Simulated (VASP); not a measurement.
Write the native input for VASP 6.6.1 that does the following.

```
Task                   : single point
Functional             : r2SCAN
Dispersion             : rVV10
Potentials or basis    : VASP PAW PBE potentials, release 64 (Tl_d)
Cutoff                 : 550 eV
k mesh                 : 7 × 7 × 7
Occupations            : gaussian, width 0.05 eV
Spin                   : no spin polarisation
Dipole correction      : no
Further INCAR settings : ALGO = Normal; EDIFF = 1e-06; NBANDS = 20
```

Crystal: Tl.

```
CELL_PARAMETERS angstrom
3.91199 0.00000 0.00000
0.00000 3.91199 0.00000
0.00000 0.00000 3.91199
ATOMIC_POSITIONS crystal
Tl 0.00000 0.00000 0.00000
Tl 0.50000 0.50000 0.50000
```

These files were run (other wordings do the same):

POSCAR

```
Tl
1.0
    3.9119903500      0.0000000000      0.0000000000
    0.0000000000      3.9119903500      0.0000000000
    0.0000000000      0.0000000000      3.9119903500
Tl
2
Direct
    0.0000000000      0.0000000000      0.0000000000
    0.5000000000      0.5000000000      0.5000000000
```

INCAR.step1

```
SYSTEM = Tl
PREC = Accurate
ENCUT = 550
ISMEAR = 0
SIGMA = 0.05
LREAL = .False.
LASPH = .True.
NELM = 120
NBANDS = 20
GGA = PE
ALGO = Normal
EDIFF = 1E-5
LWAVE = .True.
LCHARG = .False.
GGA_COMPAT = .False.
```

INCAR.step2

```
SYSTEM = Tl
PREC = Accurate
ENCUT = 550
EDIFF = 1E-6
ISMEAR = 0
SIGMA = 0.05
LREAL = .False.
LASPH = .True.
NELM = 120
ALGO = Normal
ISIF = 2
LWAVE = .False.
LCHARG = .True.
METAGGA = R2SCAN
LMIXTAU = .True.
LUSE_VDW = .True.
IVDW_NL = 2
BPARAM = 11.95
CPARAM = 0.0093
LELF = .True.
LVHAR = .True.
NBANDS = 20
ISTART = 1
GGA_COMPAT = .False.
```

KPOINTS

```
regular mesh
0
Gamma
  7 7 7
  0 0 0
```

Potentials or basis: VASP PAW PBE potentials, release 64 (Tl_d).

Launch:

```sh
$ cat potpaw_PBE.64/Tl_d/POTCAR > POTCAR
$ cp INCAR.step1 INCAR
$ mpirun -np 1 vasp_std > vasp.out
$ cp INCAR.step2 INCAR
$ mpirun -np 1 vasp_std > vasp.out
```

It gave:

```yaml
Pressure: -1.1 GPa
Band_gap_on_the_k_mesh: zero (band 13 reaches 9.09 eV, above the bottom of band 14 at 4.38 eV)
```

Caveat: the PAW data sets were made with another functional, which shifts forces and pressure a little; spin-orbit coupling is left out, which moves the levels of the heavy elements.

Run time: 3.5 min on 1 thread of AMD EPYC 7R13, with other jobs on the host, peak memory 0.26 GiB.
